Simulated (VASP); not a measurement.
# Mn (Im-3m) in VASP: single point with PBE

Aim: the single point of Mn with PBE.

Program: VASP 6.6.1. These are calculated values, not measurements. Logs are shortened: lines on timing, memory, paths and dates and some standing lists are left out, and cuts for length are marked.

## 1. The cell of the first run

It takes space group Im-3m (No. 229, cubic). Conventional cell: a = 2.900 Å, b = 2.900 Å, c = 2.900 Å, α = 90.00°, β = 90.00°, γ = 90.00°. Within 3.3 Å of Mn (site symmetry m-3m) lie 14 Mn at 2.51 to 2.90 Å.

## 2. Single point, PBE, collinear spin, ferromagnetic start

Input file INCAR:

```
  PREC = Accurate
  ENCUT = 520
  EDIFF = 1E-6
  ISMEAR = 0
  SIGMA = 0.05
  LREAL = False
  LASPH = True
  NELM = 150
  ALGO = Normal
  ISIF = 2
  LWAVE = False
  LCHARG = False
  ISPIN = 2
  MAGMOM = 3.5
  LORBIT = 11
  LMAXMIX = 4
  GGA = PE
  NBANDS = 16
```

Input file KPOINTS:

```
Automatic mesh
0
Gamma
  10 10 10
```

Input file POSCAR:

```
Mn
1.0
   -1.4502085340      1.4502085340      1.4502085340
    1.4502085340     -1.4502085340      1.4502085340
    1.4502085340      1.4502085340     -1.4502085340
Mn
1
Direct
    0.0000000000      0.0000000000      0.0000000000
```

Potentials or basis: VASP PAW PBE potentials, release 64 (Mn_pv).

Started as:

```bash
cat potpaw_PBE.64/Mn_pv/POTCAR > POTCAR
mpirun -np 1 vasp_std > vasp.out
```

OUTCAR:

```text
PREC = Accurate
   ENCUT = 520
   EDIFF = 1E-6
   ISMEAR = 0
   LREAL = False
   LASPH = True
   NELM = 150
   ISIF = 2
   ISPIN = 2
   LORBIT = 11
   GGA = PE

 ion  position               nearest neighbor table
   1  0.000  0.000  0.000-

  LATTYP: Found a body centered cubic cell.
 ALAT       =     2.9004170680

  Lattice vectors:

 A1 = (  -1.4502085340,   1.4502085340,   1.4502085340)
 A2 = (   1.4502085340,  -1.4502085340,   1.4502085340)
 A3 = (   1.4502085340,   1.4502085340,  -1.4502085340)

Analysis of symmetry for initial positions (statically):
=====================================================================
 Subroutine PRICEL returns:
 Original cell was already a primitive cell.

 Routine SETGRP: Setting up the symmetry group for a
 body centered cubic supercell.

 Subroutine GETGRP returns: Found 48 space group operations
 (whereof 48 operations were pure point group operations)
 out of a pool of 48 trial point group operations.

The static configuration has the point symmetry O_h .

Analysis of symmetry for dynamics (positions and initial velocities):
=====================================================================
 Subroutine PRICEL returns:
 Original cell was already a primitive cell.

 Routine SETGRP: Setting up the symmetry group for a
 body centered cubic supercell.

 Subroutine GETGRP returns: Found 48 space group operations
 (whereof 48 operations were pure point group operations)
 out of a pool of 48 trial point group operations.

The dynamic configuration has the point symmetry O_h .

Analysis of structural, dynamic, and magnetic symmetry:
=====================================================================
 Subroutine PRICEL returns:
 Original cell was already a primitive cell.

 Routine SETGRP: Setting up the symmetry group for a
 body centered cubic supercell.

 Subroutine GETGRP returns: Found 48 space group operations
 (whereof 48 operations were pure point group operations)
 out of a pool of 48 trial point group operations.

The overall configuration has the point symmetry O_h .

 Subroutine INISYM returns: Found 48 space group operations
 (whereof 48 operations are pure point group operations),
 and found     1 'primitive' translations

----------------------------------------------------------------------------------------

                                     Primitive cell

  volume of cell :      12.1998

  direct lattice vectors                    reciprocal lattice vectors
    -1.450208534  1.450208534  1.450208534     0.000000000  0.344778001  0.344778001
     1.450208534 -1.450208534  1.450208534     0.344778001  0.000000000  0.344778001
     1.450208534  1.450208534 -1.450208534     0.344778001  0.344778001  0.000000000

  length of vectors
     2.511834862  2.511834862  2.511834862     0.487589726  0.487589726  0.487589726

  position of ions in fractional coordinates (direct lattice)
     0.000000000  0.000000000  0.000000000

  ion indices of the primitive-cell ions
   primitive index   ion index
                 1           1

----------------------------------------------------------------------------------------

 KPOINTS: Automatic mesh

Automatic generation of k-mesh.
 Grid dimensions read from file:
 generate k-points for:   10   10   10

 Generating k-lattice:

  Cartesian coordinates                     Fractional coordinates (reciprocal lattice)
     0.000000000  0.034477800  0.034477800     0.100000000  0.000000000  0.000000000
     0.034477800  0.000000000  0.034477800     0.000000000  0.100000000  0.000000000
     0.034477800  0.034477800  0.000000000     0.000000000  0.000000000  0.100000000

  Length of vectors
     0.048758973  0.048758973  0.048758973

  Shift w.r.t. Gamma in fractional coordinates (k-lattice)
     0.000000000  0.000000000  0.000000000

 Subroutine IBZKPT returns following result:
 ===========================================

 Found     47 irreducible k-points:

 Following reciprocal coordinates:
            Coordinates               Weight
  0.000000  0.000000  0.000000      1.000000
  0.100000  0.000000  0.000000     12.000000
  0.200000  0.000000  0.000000     12.000000
  0.300000  0.000000  0.000000     12.000000
  0.400000  0.000000  0.000000     12.000000
  0.500000  0.000000  0.000000      6.000000
[... 16 lines left out ...]
  0.300000  0.300000  0.100000      8.000000
 -0.300000  0.300000  0.100000     24.000000
 [... further k-points ...]
   k-points           NKPTS =     47   k-points in BZ     NKDIM =     47   number of bands    NBANDS=     16
   number of dos      NEDOS =    301   number of ions     NIONS =      1
   total plane-waves  NPLWV =   8000
   dimension x,y,z NGX =    20 NGY =   20 NGZ =   20
   dimension x,y,z NGXF=    40 NGYF=   40 NGZF=   40
   ions per type =               1
   NGX,Y,Z   is equivalent  to a cutoff of  13.24, 13.24, 13.24 a.u.
   NGXF,Y,Z  is equivalent  to a cutoff of  26.47, 26.47, 26.47 a.u.
 SYSTEM =  unknown system
   PREC   = accura    normal or accurate (medium, high low for compatibility)
   ISTART =      0    job   : 0-new  1-cont  2-samecut
   ICHARG =      2    charge: 1-file 2-atom 10-const
   ISPIN  =      2    spin polarized calculation?
   LNONCOLLINEAR =      F non collinear calculations
   LSORBIT =      F    spin-orbit coupling
   LASPH  =      T    aspherical Exc in radial PAW
   ENCUT  =  520.0 eV  38.22 Ry    6.18 a.u.   4.67  4.67  4.67*2*pi/ulx,y,z
   NELM   =    150;   NELMIN=  2; NELMDL= -5     # of ELM steps
   EDIFF  = 0.1E-05   stopping-criterion for ELM
   LREAL  =      F    real-space projection
   EDIFFG = 0.1E-04   stopping-criterion for IOM
   NSW    =      0    number of steps for IOM
   IBRION =     -1    ionic relax: 0-MD 1-quasi-New 2-CG
   NFREE  =      0    steps in history (QN), initial steepest desc. (CG)
   ISIF   =      2    stress and relaxation
   ISYM   =      2    0-nonsym 1-usesym 2-fastsym
   POTIM  = 0.5000    time-step for ionic-motion
   TEBEG  =    0.0;   TEEND  =   0.0 temperature during run
   PSTRESS=    0.0 pullay stress
   NELECT =      13.0000    total number of electrons
   NUPDOWN=      -1.0000    fix difference up-down
   EMIN   =  10.00;   EMAX   =-10.00  energy-range for DOS
   EFERMI =   0.00;   METHOD = LEGACY
   ISMEAR =     0;   SIGMA  =   0.05  broadening in eV -4-tet -1-fermi 0-gaus
   EFERMI_NEDOS =   21; number of points for ismear=-14 and -15
   IALGO  =     38    algorithm
   IMIX   =      4    mixing-type and parameters
     AMIX     =   0.40;   BMIX     =  1.00
     AMIX_MAG =   1.60;   BMIX_MAG =  1.00
  volume/ion in A,a.u.               =      12.20        82.33
  Fermi-wavevector in a.u.,A,eV,Ry     =   1.672138  3.159883 38.042516  2.796046
  Thomas-Fermi vector in A             =   2.757338
   LORBIT       =     11    0 simple, 1 ext, 2 COOP (PROOUT), +10 PAW based schemes
   GGA     = PE    functional components
   LHFCALC =     F    Hartree Fock is set to
   AEXX    =    0.0000 exact exchange contribution
   IVDW    =     0    specifies the selected vdW correction
   LEPSILON=     F    determine dielectric tensor
   LRPA    =     F    only Hartree local field effects (RPA)
 spin polarized calculation
 Gauss-broadening in eV      SIGMA  =   0.05
  energy-cutoff  :      520.00
  volume of cell :       12.20
 maximum number of plane-waves:       370
   NGX =  9   NGY =  9   NGZ =  9

 number of electron      12.9999989 magnetization       1.1291217

 Free energy of the ion-electron system (eV)
  ---------------------------------------------------
  ext. energy  EPLUGINS =         0.00000000
  ---------------------------------------------------
  free energy    TOTEN  =        -8.76139156 eV

  energy without entropy =       -8.75822051  energy(sigma->0) =       -8.75980604

 E-fermi :   8.8999     XC(G=0): -13.2613

 val. band max:        8.8969404624   @ k =   0.3000   0.0000   0.0000
 cond. band min:       8.9215406892   @ k =  -0.3000   0.3000   0.2000
 fundamental gap:      0.0246002267
 Fermi energy:         8.8998639887

 spin component 1

 k-point     1 :       0.0000    0.0000    0.0000
  band No.  band energies     occupation
      1     -39.4719      1.00000
      2     -39.4719      1.00000
      3     -39.4719      1.00000
      4       1.0154      1.00000
      5       7.3401      1.00000
      6       7.3401      1.00000
[... 8 lines left out ...]
     15      39.3483      0.00000
     16      41.0658      0.00000

 k-point     2 :       0.1000    0.0000    0.0000
  band No.  band energies     occupation
      1     -39.5200      1.00000
      2     -39.4875      1.00000
      3     -39.4719      1.00000
      4       1.4138      1.00000
      5       7.2191      1.00000
      6       7.3199      1.00000
[... 8 lines left out ...]
     15      37.6040      0.00000
     16      39.3822      0.00000

 k-point     3 :       0.2000    0.0000    0.0000
  band No.  band energies     occupation
      1     -39.6448      1.00000
      2     -39.5284      1.00000
      3     -39.4721      1.00000
      4       2.5113      1.00000
      5       6.9125      1.00000
      6       7.1936      1.00000
[... 8 lines left out ...]
     15      37.1947      0.00000
     16      39.4564      0.00000

 k-point     4 :       0.3000    0.0000    0.0000
  band No.  band energies     occupation
      1     -39.7967      1.00000
      2     -39.5786      1.00000
      3     -39.4723      1.00000
      4       3.8536      1.00000
      5       6.5524      1.00000
      6       7.2576      1.00000
[... 8 lines left out ...]
     15      39.4601      0.00000
     16      39.5095      0.00000
[... 324 lines left out ...]
 k-point    22 :      -0.2000    0.2000    0.1000
  band No.  band energies     occupation
      1     -39.6447      1.00000
      2     -39.5448      1.00000
      3     -39.5106      1.00000
      4       2.8593      1.00000
      5       7.1230      1.00000
      6       7.2447      1.00000
[... 8 lines left out ...]
     15      37.0580      0.00000
     16      39.5242      0.00000

 k-point    23 :       0.3000    0.3000    0.1000
  band No.  band energies     occupation
      1     -39.7804      1.00000
      2     -39.7804      1.00000
      3     -39.5740      1.00000
      4       5.8069      1.00000
      5       6.4858      1.00000
      6       6.4858      1.00000
[... 8 lines left out ...]
     15      39.4956      0.00000
     16      46.2627      0.00000

 k-point    24 :      -0.3000    0.3000    0.1000
  band No.  band energies     occupation
      1     -39.7899      1.00000
      2     -39.5958      1.00000
      3     -39.5090      1.00000
      4       4.1456      1.00000
      5       6.7932      1.00000
      6       7.0267      1.00000
[... 8 lines left out ...]
     15      37.2170      0.00000
     16      39.8272      0.00000

 [... further k-points ...]

 spin component 2

 k-point     1 :       0.0000    0.0000    0.0000
  band No.  band energies     occupation
      1     -38.1775      1.00000
      2     -38.1775      1.00000
      3     -38.1775      1.00000
      4       1.1329      1.00000
      5       8.2995      1.00000
      6       8.2995      1.00000
[... 8 lines left out ...]
     15      41.4073      0.00000
     16      41.4073      0.00000

 k-point     2 :       0.1000    0.0000    0.0000
  band No.  band energies     occupation
      1     -38.2283      1.00000
      2     -38.1939      1.00000
      3     -38.1776      1.00000
      4       1.5331      1.00000
      5       8.1664      1.00000
      6       8.2707      1.00000
[... 8 lines left out ...]
     15      38.0408      0.00000
     16      39.5193      0.00000

 k-point     3 :       0.2000    0.0000    0.0000
  band No.  band energies     occupation
      1     -38.3598      1.00000
      2     -38.2366      1.00000
      3     -38.1778      1.00000
      4       2.6465      1.00000
      5       7.8309      1.00000
      6       8.1125      1.00000
[... 8 lines left out ...]
     15      37.3140      0.00000
     16      40.9006      0.00000

 k-point     4 :       0.3000    0.0000    0.0000
  band No.  band energies     occupation
      1     -38.5196      1.00000
      2     -38.2890      1.00000
      3     -38.1781      1.00000
      4       4.1035      1.00000
      5       7.4390      1.00000
      6       8.0149      1.00000
[... 8 lines left out ...]
     15      39.5691      0.00000
     16      41.0522      0.00000
[... 324 lines left out ...]
 k-point    22 :      -0.2000    0.2000    0.1000
  band No.  band energies     occupation
      1     -38.3597      1.00000
      2     -38.2538      1.00000
      3     -38.2182      1.00000
      4       3.0019      1.00000
      5       8.0456      1.00000
      6       8.1833      1.00000
[... 8 lines left out ...]
     15      37.3564      0.00000
     16      41.3492      0.00000

 k-point    23 :       0.3000    0.3000    0.1000
  band No.  band energies     occupation
      1     -38.5020      1.00000
      2     -38.5020      1.00000
      3     -38.2849      1.00000
      4       6.5482      1.00000
      5       7.1752      1.00000
      6       7.1752      1.00000
[... 8 lines left out ...]
     15      41.4094      0.00000
     16      46.5287      0.00000

 k-point    24 :      -0.3000    0.3000    0.1000
  band No.  band energies     occupation
      1     -38.5124      1.00000
      2     -38.3071      1.00000
      3     -38.2166      1.00000
      4       4.4096      1.00000
      5       7.6871      1.00000
      6       7.9023      1.00000
[... 8 lines left out ...]
     15      37.5918      0.00000
     16      41.5763      0.00000

 [... further k-points ...]
[... 5 lines left out ...]
  --------------------------------------------------------------------------------------
  -------------------------------------------------------------------------------------
  Total       -1.5570674     -1.5570674     -1.5570674      0.0000000      0.0000000      0.0000000
  in kB     -204.4874340   -204.4874340   -204.4874340      0.0000000      0.0000000      0.0000000
  external PRESSURE =    -204.4874340 kB  Pullay stress =       0.0000000 kB

 VOLUME and BASIS-vectors are now :
 -----------------------------------------------------------------------------
  energy-cutoff  :      520.00
  volume of cell :       12.20
      direct lattice vectors                 reciprocal lattice vectors
    -1.450208534  1.450208534  1.450208534     0.000000000  0.344778001  0.344778001
     1.450208534 -1.450208534  1.450208534     0.344778001  0.000000000  0.344778001
     1.450208534  1.450208534 -1.450208534     0.344778001  0.344778001  0.000000000

 POSITION                                       TOTAL-FORCE (eV/Angst)
 -----------------------------------------------------------------------------------
      0.00000      0.00000      0.00000         0.000000      0.000000     -0.000000
 -----------------------------------------------------------------------------------
    total drift:                                0.000000     -0.000000      0.000000

  FREE ENERGIE OF THE ION-ELECTRON SYSTEM (eV)
  ---------------------------------------------------
  free  energy   TOTEN  =        -8.7613915611 eV

  energy  without entropy=       -8.7582205122  energy(sigma->0) =       -8.75980604

 total charge

# of ion       s       p       d       tot
------------------------------------------
    1        0.373   6.331   5.049  11.752

 magnetization (x)

# of ion       s       p       d       tot
------------------------------------------
    1       -0.006  -0.021   1.168   1.141
```

It took 28 s on 1 thread of AMD EPYC 7R13, shared host; peak memory 0.11 GiB.

Results:

| Item | Value |
| --- | --- |
| Free energy | -8.7614 eV |
| Pressure | -20.4 GPa |
| Net moment | 1.13 μB per cell |
| Site moments | Mn +1.14 μB |
| Valence electrons inside the program's atomic spheres | Mn 11.75 |

Levels at points of the mesh, in eV from the Fermi level:
Spin up:
| k point | band 5 | band 6 | band 7 | band 8 | band 9 | band 10 |
| --- | --- | --- | --- | --- | --- | --- |
| (0.00, 0.00, 0.00) | -1.56 | -1.56 | -1.56 | -0.12 | -0.12 | 22.92 |
| (0.50, 0.00, 0.00) | -2.73 | -0.09 | 0.10 | 0.70 | 1.32 | 7.88 |
| (0.50, 0.50, 0.50) | -4.21 | 1.03 | 1.03 | 1.03 | 9.72 | 9.72 |
Spin down:
```csv
k point,band 4,band 5,band 6,band 7,band 8,band 9
"(0.00, 0.00, 0.00)",-7.77,-0.60,-0.60,-0.60,1.27,1.27
"(0.50, 0.00, 0.00)",-3.72,-1.87,0.78,1.19,1.53,2.43
"(0.50, 0.50, 0.50)",-3.30,-3.30,2.12,2.12,2.12,9.89
```
